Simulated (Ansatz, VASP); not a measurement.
**One calculation of Y, two programs**

```
Y
1.0
     3.54144    0.00000    0.00000
    -1.77072    3.06698    0.00000
     0.00000    0.00000    5.51435
Y
2
Direct
  0.33333 0.66667 0.25000
  0.66667 0.33333 0.75000
```

Alike in both runs: functional LDA; k mesh 16 × 16 × 9; occupations fermi-dirac, width 0.05 eV; no spin polarisation.

Ansatz relaxed the structure, and its values are those at the end. VASP's run is a single point on that final structure, the one shown.

```csv
,VASP,Ansatz
version,VASP 6.6.1,Ansatz 0.2.0
potentials or method,"VASP PAW LDA potentials, release 64 (Y_sv)","PAW with Ansatz's default frozen-core files, scalar-relativistic"
plane-wave cutoff (eV),500,420
valence electrons in the cell,22,22
```

Ansatz gave:

```
pressure (GPa) : 0.0
```

Estimate VASP's values.

pressure (GPa): -0.1.

LDA's correlation is that of Perdew and Zunger in VASP and of Perdew and Wang (1992) in Ansatz.
